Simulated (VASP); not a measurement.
# GaSb (F-43m) in VASP: settings compared

Aim: see how the results for GaSb move with the level of theory and the settings. Levels: PBE, r2SCAN. Tasks: single point.

Program: VASP 6.6.1. These are calculated values, not measurements. Logs are shortened: lines on timing, memory, paths and dates and some standing lists are left out, and cuts for length are marked.

### Step 1. The cell of the first run

Symmetry: F-43m, No. 216, cubic system. Conventional cell: a = 6.132 Å, b = 6.132 Å, c = 6.132 Å, α = 90.00°, β = 90.00°, γ = 90.00°. Within 3.5 Å of Ga (site symmetry -43m) lie 4 Sb at 2.66 Å. Sb (site symmetry -43m) has 4 Ga at 2.66 Å within 3.5 Å.

### Step 2. Single point, PBE

Contents of INCAR:

```
ALGO     = Normal         # electronic algorithm
EDIFF    = 1E-6           # SCF threshold, eV
ENCUT    = 520            # plane-wave cutoff, eV
GGA      = PE             # functional
ISIF     = 2              # what is computed and relaxed
ISMEAR   = -1             # smearing method
LASPH    = True           # aspherical terms in the spheres
LCHARG   = False          # write CHGCAR
LREAL    = False          # projectors in reciprocal space
LWAVE    = False          # write WAVECAR
NBANDS   = 16             # bands
NELM     = 100            # most SCF steps
PREC     = Accurate       # precision mode
SIGMA    = 0.02           # smearing width, eV
```

Contents of KPOINTS:

```
k-points
0
Gamma
  8 8 8
```

Contents of POSCAR:

```
GaSb
1.0
    0.0000000000      3.0658787994      3.0658787994
    3.0658787994      0.0000000000      3.0658787994
    3.0658787994      3.0658787994      0.0000000000
Ga Sb
1 1
Direct
    0.0000000000      0.0000000000      0.0000000000
    0.2500000000      0.2500000000      0.2500000000
```

Potentials or basis: VASP PAW PBE potentials, release 64 (Ga_d, Sb).

Started as:

```console
$ cat potpaw_PBE.64/Ga_d/POTCAR potpaw_PBE.64/Sb/POTCAR > POTCAR
$ mpirun -np 1 vasp_std > vasp.out
```

OUTCAR:

```text
EDIFF = 1E-6
   ENCUT = 520
   GGA = PE
   ISIF = 2
   ISMEAR = -1
   LASPH = True
   LREAL = False
   NELM = 100
   PREC = Accurate

 ion  position               nearest neighbor table
   1  0.000  0.000  0.000-   2 2.66   2 2.66   2 2.66   2 2.66
   2  0.250  0.250  0.250-   1 2.66   1 2.66   1 2.66   1 2.66

  LATTYP: Found a face centered cubic cell.
 ALAT       =     6.1317575988

  Lattice vectors:

 A1 = (   0.0000000000,   3.0658787994,   3.0658787994)
 A2 = (   3.0658787994,   0.0000000000,   3.0658787994)
 A3 = (   3.0658787994,   3.0658787994,   0.0000000000)

Analysis of symmetry for initial positions (statically):
=====================================================================
 Subroutine PRICEL returns:
 Original cell was already a primitive cell.

 Routine SETGRP: Setting up the symmetry group for a
 face centered cubic supercell.

 Subroutine GETGRP returns: Found 24 space group operations
 (whereof 24 operations were pure point group operations)
 out of a pool of 48 trial point group operations.

The static configuration has the point symmetry T_d .

Analysis of symmetry for dynamics (positions and initial velocities):
=====================================================================
 Subroutine PRICEL returns:
 Original cell was already a primitive cell.

 Routine SETGRP: Setting up the symmetry group for a
 face centered cubic supercell.

 Subroutine GETGRP returns: Found 24 space group operations
 (whereof 24 operations were pure point group operations)
 out of a pool of 48 trial point group operations.

The dynamic configuration has the point symmetry T_d .

 Subroutine INISYM returns: Found 24 space group operations
 (whereof 24 operations are pure point group operations),
 and found     1 'primitive' translations

----------------------------------------------------------------------------------------

                                     Primitive cell

  volume of cell :      57.6361

  direct lattice vectors                    reciprocal lattice vectors
     0.000000000  3.065878799  3.065878799    -0.163085377  0.163085377  0.163085377
     3.065878799  0.000000000  3.065878799     0.163085377 -0.163085377  0.163085377
     3.065878799  3.065878799  0.000000000     0.163085377  0.163085377 -0.163085377

  length of vectors
     4.335807379  4.335807379  4.335807379     0.282472159  0.282472159  0.282472159

  position of ions in fractional coordinates (direct lattice)
     0.000000000  0.000000000  0.000000000
     0.250000000  0.250000000  0.250000000

  ion indices of the primitive-cell ions
   primitive index   ion index
                 1           1
                 2           2

----------------------------------------------------------------------------------------

 KPOINTS: k-points

Automatic generation of k-mesh.
 Grid dimensions read from file:
 generate k-points for:    8    8    8

 Generating k-lattice:

  Cartesian coordinates                     Fractional coordinates (reciprocal lattice)
    -0.020385672  0.020385672  0.020385672     0.125000000  0.000000000  0.000000000
     0.020385672 -0.020385672  0.020385672     0.000000000  0.125000000  0.000000000
     0.020385672  0.020385672 -0.020385672     0.000000000  0.000000000  0.125000000

  Length of vectors
     0.035309020  0.035309020  0.035309020

  Shift w.r.t. Gamma in fractional coordinates (k-lattice)
     0.000000000  0.000000000  0.000000000

 Subroutine IBZKPT returns following result:
 ===========================================

 Found     29 irreducible k-points:

 Following reciprocal coordinates:
            Coordinates               Weight
  0.000000  0.000000  0.000000      1.000000
  0.125000  0.000000  0.000000      8.000000
  0.250000  0.000000  0.000000      8.000000
  0.375000  0.000000  0.000000      8.000000
  0.500000  0.000000  0.000000      4.000000
  0.125000  0.125000  0.000000      6.000000
[... 16 lines left out ...]
  0.500000  0.250000  0.125000     48.000000
 -0.375000  0.250000  0.125000     24.000000
 [... further k-points ...]
   k-points           NKPTS =     29   k-points in BZ     NKDIM =     29   number of bands    NBANDS=     16
   number of dos      NEDOS =    301   number of ions     NIONS =      2
   total plane-waves  NPLWV =  32768
   dimension x,y,z NGX =    32 NGY =   32 NGZ =   32
   dimension x,y,z NGXF=    64 NGYF=   64 NGZF=   64
   ions per type =               1   1
   NGX,Y,Z   is equivalent  to a cutoff of  12.27, 12.27, 12.27 a.u.
   NGXF,Y,Z  is equivalent  to a cutoff of  24.54, 24.54, 24.54 a.u.
 SYSTEM =  unknown system
   PREC   = accura    normal or accurate (medium, high low for compatibility)
   ISTART =      0    job   : 0-new  1-cont  2-samecut
   ICHARG =      2    charge: 1-file 2-atom 10-const
   ISPIN  =      1    spin polarized calculation?
   LNONCOLLINEAR =      F non collinear calculations
   LSORBIT =      F    spin-orbit coupling
   LASPH  =      T    aspherical Exc in radial PAW
   ENCUT  =  520.0 eV  38.22 Ry    6.18 a.u.   8.06  8.06  8.06*2*pi/ulx,y,z
   NELM   =    100;   NELMIN=  2; NELMDL= -5     # of ELM steps
   EDIFF  = 0.1E-05   stopping-criterion for ELM
   LREAL  =      F    real-space projection
   EDIFFG = 0.1E-04   stopping-criterion for IOM
   NSW    =      0    number of steps for IOM
   IBRION =     -1    ionic relax: 0-MD 1-quasi-New 2-CG
   NFREE  =      0    steps in history (QN), initial steepest desc. (CG)
   ISIF   =      2    stress and relaxation
   ISYM   =      2    0-nonsym 1-usesym 2-fastsym
   POTIM  = 0.5000    time-step for ionic-motion
   TEBEG  =    0.0;   TEEND  =   0.0 temperature during run
   PSTRESS=    0.0 pullay stress
   NELECT =      18.0000    total number of electrons
   NUPDOWN=      -1.0000    fix difference up-down
   EMIN   =  10.00;   EMAX   =-10.00  energy-range for DOS
   EFERMI =   0.00;   METHOD = LEGACY
   ISMEAR =    -1;   SIGMA  =   0.02  broadening in eV -4-tet -1-fermi 0-gaus
   EFERMI_NEDOS =   21; number of points for ismear=-14 and -15
   IALGO  =     38    algorithm
   IMIX   =      4    mixing-type and parameters
     AMIX     =   0.40;   BMIX     =  1.00
     AMIX_MAG =   1.60;   BMIX_MAG =  1.00
  volume/ion in A,a.u.               =      28.82       194.47
  Fermi-wavevector in a.u.,A,eV,Ry     =   1.110710  2.098938 16.785191  1.233677
  Thomas-Fermi vector in A             =   2.247265
   LORBIT       =      0    0 simple, 1 ext, 2 COOP (PROOUT), +10 PAW based schemes
   GGA     = PE    functional components
   LHFCALC =     F    Hartree Fock is set to
   AEXX    =    0.0000 exact exchange contribution
   IVDW    =     0    specifies the selected vdW correction
   LEPSILON=     F    determine dielectric tensor
   LRPA    =     F    only Hartree local field effects (RPA)
 non-spin polarized calculation
  energy-cutoff  :      520.00
  volume of cell :       57.64
 maximum number of plane-waves:      1572
   NGX = 17   NGY = 17   NGZ = 17

 number of electron      17.9999989 magnetization

 Free energy of the ion-electron system (eV)
  ---------------------------------------------------
  ext. energy  EPLUGINS =         0.00000000
  ---------------------------------------------------
  free energy    TOTEN  =        -7.35129941 eV

  energy without entropy =       -7.35112530  energy(sigma->0) =       -7.35121235

 E-fermi :   4.8219     XC(G=0):  -9.0589

 val. band max:        4.8025266369   @ k =   0.0000   0.0000   0.0000
 cond. band min:       5.1918047981   @ k =   0.5000   0.0000   0.0000
 fundamental gap:      0.3892781612
 Fermi energy:         4.8219204593

 k-point     1 :       0.0000    0.0000    0.0000
  band No.  band energies     occupation
      1     -10.2189      2.00000
      2     -10.2189      2.00000
      3     -10.2189      2.00000
      4     -10.1703      2.00000
      5     -10.1703      2.00000
      6      -6.6271      2.00000
[... 8 lines left out ...]
     15      13.3812      0.00000
     16      13.3812      0.00000

 k-point     2 :       0.1250    0.0000    0.0000
  band No.  band energies     occupation
      1     -10.2230      2.00000
      2     -10.2172      2.00000
      3     -10.2172      2.00000
      4     -10.1705      2.00000
      5     -10.1705      2.00000
      6      -6.4686      2.00000
[... 8 lines left out ...]
     15      12.5945      0.00000
     16      12.5945      0.00000

 k-point     3 :       0.2500    0.0000    0.0000
  band No.  band energies     occupation
      1     -10.2325      2.00000
      2     -10.2132      2.00000
      3     -10.2132      2.00000
      4     -10.1707      2.00000
      5     -10.1707      2.00000
      6      -6.0172      2.00000
[... 8 lines left out ...]
     15      12.3801      0.00000
     16      12.3801      0.00000

 k-point     4 :       0.3750    0.0000    0.0000
  band No.  band energies     occupation
      1     -10.2419      2.00000
      2     -10.2097      2.00000
      3     -10.2097      2.00000
      4     -10.1703      2.00000
      5     -10.1703      2.00000
      6      -5.3921      2.00000
[... 8 lines left out ...]
     15      13.3274      0.00000
     16      13.3274      0.00000
[... 324 lines left out ...]
 k-point    22 :       0.3750    0.2500    0.1250
  band No.  band energies     occupation
      1     -10.2421      2.00000
      2     -10.2086      2.00000
      3     -10.2072      2.00000
      4     -10.1741      2.00000
      5     -10.1689      2.00000
      6      -5.6233      2.00000
[... 8 lines left out ...]
     15      13.8514      0.00000
     16      14.0721      0.00000

 k-point    23 :       0.5000    0.2500    0.1250
  band No.  band energies     occupation
      1     -10.2484      2.00000
      2     -10.2062      2.00000
      3     -10.2039      2.00000
      4     -10.1740      2.00000
      5     -10.1694      2.00000
      6      -5.0245      2.00000
[... 8 lines left out ...]
     15      13.5463      0.00000
     16      14.9534      0.00000

 k-point    24 :      -0.3750    0.2500    0.1250
  band No.  band energies     occupation
      1     -10.2508      2.00000
      2     -10.2055      2.00000
      3     -10.2026      2.00000
      4     -10.1732      2.00000
      5     -10.1701      2.00000
      6      -4.6697      2.00000
[... 8 lines left out ...]
     15      14.4482      0.00000
     16      14.9443      0.00000

 [... further k-points ...]

------------------------ aborting loop because EDIFF is reached ----------------------------------------

  FORCE on cell =-STRESS in cart. coord.  units (eV):
  Direction    XX          YY          ZZ          XY          YZ          ZX
  --------------------------------------------------------------------------------------
  -------------------------------------------------------------------------------------
  Total        0.7367550      0.7367550      0.7367550     -0.0000000      0.0000000      0.0000000
  in kB       20.4804145     20.4804145     20.4804145     -0.0000000      0.0000000      0.0000000
  external PRESSURE =      20.4804145 kB  Pullay stress =       0.0000000 kB

 VOLUME and BASIS-vectors are now :
 -----------------------------------------------------------------------------
  energy-cutoff  :      520.00
  volume of cell :       57.64
      direct lattice vectors                 reciprocal lattice vectors
     0.000000000  3.065878799  3.065878799    -0.163085377  0.163085377  0.163085377
     3.065878799  0.000000000  3.065878799     0.163085377 -0.163085377  0.163085377
     3.065878799  3.065878799  0.000000000     0.163085377  0.163085377 -0.163085377

 POSITION                                       TOTAL-FORCE (eV/Angst)
 -----------------------------------------------------------------------------------
      0.00000      0.00000      0.00000         0.000000      0.000000     -0.000000
      1.53294      1.53294      1.53294        -0.000000     -0.000000      0.000000
 -----------------------------------------------------------------------------------
    total drift:                                0.000002      0.000002      0.000002

  FREE ENERGIE OF THE ION-ELECTRON SYSTEM (eV)
  ---------------------------------------------------
  free  energy   TOTEN  =        -7.3512994092 eV

  energy  without entropy=       -7.3511252955  energy(sigma->0) =       -7.35121235
```

Wall time 19 s (1 thread of Intel Xeon 6975P-C (Granite Rapids), shared host); peak memory 0.18 GiB.

What came out:

```yaml
Free_energy: -7.3513 eV
Pressure: 2.0 GPa
Band_gap_on_the_k_mesh: zero (filled and empty bands touch)
```

Caveat: semilocal functionals underestimate gaps, so a narrow gap can read as zero; spin-orbit coupling is left out, which moves the levels of the heavy elements.

### Step 3. Single point, r2SCAN (strain -1.5%)

Contents of POSCAR:

```
GaSb
1.0
    0.0000000000      3.0198906174      3.0198906174
    3.0198906174      0.0000000000      3.0198906174
    3.0198906174      3.0198906174      0.0000000000
Ga Sb
1 1
Direct
    0.0000000000      0.0000000000      0.0000000000
    0.2500000000      0.2500000000      0.2500000000
```

Contents of INCAR.step1:

```
PREC = Accurate ; ENCUT = 520
ISMEAR = 0 ; SIGMA = 0.01
LREAL = False ; LASPH = True
NELM = 80 ; NBANDS = 16
GGA = PE ; ALGO = Normal
EDIFF = 1E-4 ; LWAVE = True
LCHARG = False
```

Contents of INCAR.step2:

```
PREC = Accurate ; ENCUT = 520
EDIFF = 1E-6 ; ISMEAR = 0
SIGMA = 0.01 ; LREAL = False
LASPH = True ; NELM = 80
ALGO = Normal ; ISIF = 2
LWAVE = False ; LCHARG = True
METAGGA = R2SCAN ; LMIXTAU = True
LELF = True ; LVHAR = True
NBANDS = 16 ; ISTART = 1
```

Contents of KPOINTS:

```
Automatic mesh
0
Gamma
  8 8 8
```

Potentials or basis: VASP PAW PBE potentials, release 64 (Ga_d, Sb).

Started as:

```console
$ cat potpaw_PBE.64/Ga_d/POTCAR potpaw_PBE.64/Sb/POTCAR > POTCAR
$ cp INCAR.step1 INCAR
$ mpirun -np 1 vasp_std > vasp.out
$ cp INCAR.step2 INCAR
$ mpirun -np 1 vasp_std > vasp.out
```

Wall time 61 s (1 thread of Intel Xeon 6975P-C (Granite Rapids), shared host); peak memory 0.2 GiB.

The run converged. Its results:

- Free energy: -37.5785 eV
- Pressure: 2.8 GPa
- Band gap on the k mesh: 0.75 eV

Levels at points of the mesh, in eV from the valence-band top:
| k point | band 6 | band 7 | band 8 | band 9 | band 10 | band 11 | band 12 | band 13 |
| --- | --- | --- | --- | --- | --- | --- | --- | --- |
| (0.00, 0.00, 0.00) | -12.22 | 0.00 | 0.00 | 0.00 | 0.75 | 2.96 | 2.96 | 2.96 |
| (0.50, 0.00, 0.00) | -10.39 | -6.79 | -1.28 | -1.28 | 0.77 | 4.01 | 4.01 | 6.91 |
| (0.50, 0.50, 0.00) | -9.44 | -7.24 | -2.84 | -2.84 | 1.07 | 1.41 | 9.53 | 9.53 |

Caveat: the cell differs from its parent crystal (strain -1.5%); the PAW data sets were made with another functional, which shifts forces and pressure a little; spin-orbit coupling is left out, which moves the levels of the heavy elements. A k mesh can miss the band edges.
